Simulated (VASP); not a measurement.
Set up this calculation in VASP 6.6.1, as the native input.

```yaml
Task: single point
Functional: HSE06
Potentials_or_basis: VASP PAW PBE potentials, release 64 (Ba_sv, Te)
Cutoff: 520 eV
k_mesh: 4 × 4 × 4
Occupations: gaussian, width 0.01 eV
Spin: no spin polarisation
Dipole_correction: no
Grid_for_exact_exchange_PRECFOCK: Normal
Further_INCAR_settings: ALGO = Normal; EDIFF = 1e-07; NBANDS = 15
Screening_parameter: 0.2079 1/Å
```

The system is BaTe.

```
Ba Te
1.0
     0.00000    3.63836    3.63836
     3.63836    0.00000    3.63836
     3.63836    3.63836    0.00000
Ba Te
1 1
Direct
  0.00000 0.00000 0.00000
  0.50000 0.50000 0.50000
```

This cell differs from its parent crystal: strain +3.0%.

One way to write it, as run:

POSCAR

```
BaTe
1.0
    0.0000000000      3.6383584296      3.6383584296
    3.6383584296      0.0000000000      3.6383584296
    3.6383584296      3.6383584296      0.0000000000
Ba Te
1 1
Direct
    0.0000000000      0.0000000000      0.0000000000
    0.5000000000      0.5000000000      0.5000000000
```

INCAR.step1

```
  PREC = Accurate
  ENCUT = 520
  EDIFF = 1E-5
  ISMEAR = 0
  SIGMA = 0.01
  LREAL = F
  LASPH = T
  NELM = 100
  ALGO = Normal
  ISIF = 2
  LWAVE = T
  LCHARG = F
  NBANDS = 15
  GGA = PE
```

INCAR.step2

```
  PREC = Accurate
  ENCUT = 520
  EDIFF = 1E-7
  ISMEAR = 0
  SIGMA = 0.01
  LREAL = F
  LASPH = T
  NELM = 100
  ALGO = Normal
  ISIF = 2
  LWAVE = F
  LCHARG = F
  GGA = PE
  LHFCALC = T
  HFSCREEN = 0.2079
  PRECFOCK = Normal
  NBANDS = 15
  ISTART = 1
```

KPOINTS

```
Automatic mesh
0
Gamma
  4 4 4
```

Potentials or basis: VASP PAW PBE potentials, release 64 (Ba_sv, Te).

Launch:

```console
$ cat potpaw_PBE.64/Ba_sv/POTCAR potpaw_PBE.64/Te/POTCAR > POTCAR
$ cp INCAR.step1 INCAR
$ mpirun -np 1 vasp_std > vasp.out
$ cp INCAR.step2 INCAR
$ mpirun -np 1 vasp_std > vasp.out
```

Results of the run:

```json
{
 "Pressure": "-2.2 GPa",
 "Band gap on the k mesh": "2.46 eV, indirect (least direct gap 2.88 eV)"
}
```

Caveat: the cell differs from its parent crystal (strain +3.0%); the PAW data sets were made with another functional, which shifts forces and pressure a little; spin-orbit coupling is left out, which moves the levels of the heavy elements.

Run time: 15 min on 1 thread of Intel(R) Xeon(R) Platinum 8488C (Sapphire Rapids), with other jobs on the host, peak memory 0.36 GiB.
